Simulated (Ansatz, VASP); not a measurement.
# Two plane-wave programs on NaH

INCAR

```
SYSTEM = NaH
  PREC = Accurate
  ENCUT = 500
  EDIFF = 1E-6
  ISMEAR = 1
  SIGMA = 0.05
  LREAL = .False.
  LASPH = .True.
  NELM = 120
  ALGO = Normal
  ISIF = 2
  LWAVE = .False.
  LCHARG = .False.
  GGA = PE
  NBANDS = 16
  GGA_COMPAT = .False.
```

The input KPOINTS:

```
Automatic mesh
0
Gamma
  6 6 4
  0 0 0
```

Contents of POSCAR:

```
NaH
1.0
    3.9533072863      0.0000000000      0.0000000000
   -1.9766536431      3.4236645389      0.0000000000
    0.0000000000      0.0000000000      4.8283237758
Na H
2 2
Direct
    0.3333333333      0.6666666667      0.2500000000
    0.6666666667      0.3333333333      0.7500000000
    0.6666666667      0.3333333333      0.2500000000
    0.3333333333      0.6666666667      0.7500000000
```

Input for Ansatz:

```yaml
crystal:
  lattice:
    - [3.9533072863, 0.0, 0.0]
    - [-1.9766536431, 3.4236645389, 0.0]
    - [0.0, 0.0, 4.8283237758]
  atoms:
    - { symbol: Na, position: [0.3333333333, 0.6666666667, 0.25] }
    - { symbol: Na, position: [0.6666666667, 0.3333333333, 0.75] }
    - { symbol: H, position: [0.6666666667, 0.3333333333, 0.25] }
    - { symbol: H, position: [0.3333333333, 0.6666666667, 0.75] }
kpoints:
  mp_grid: { grid: [6, 6, 4] }
hamiltonian:
  xc: pbe
scf:
  occupations: { method: cold, width: 0.05 }
  n_extra_bands: 5
output:
  forces: true
  stress: true
  eigenvalues: true
```

Alike in both runs: task single point; functional PBE; k mesh 6 × 6 × 4; no spin polarisation.

```csv
,VASP,Ansatz
version,VASP 6.6.1,Ansatz 0.2.0
potentials or method,"VASP PAW PBE potentials, release 64 (Na_pv, H)",plane waves
plane-wave cutoff (eV),500,420
occupations,"methfessel-paxton of order 1, width 0.05 eV","cold, width 0.05 eV"
valence electrons in the cell,16,20
```

|  | VASP | Ansatz | Ansatz less VASP |
| --- | --- | --- | --- |
| gap on the k mesh at the Fermi level (eV) | 3.33 | 3.33 | -0.001 |
| pressure (GPa) | 0.3 | 0.4 | +0.06 |
| traceless stress, the component that is largest in VASP (GPa) | 0.07 | 0.08 | +0.003 |

VASP's potentials hold 16 valence electrons a cell and Ansatz's 20, so a difference there can come from the potentials and not from the codes.
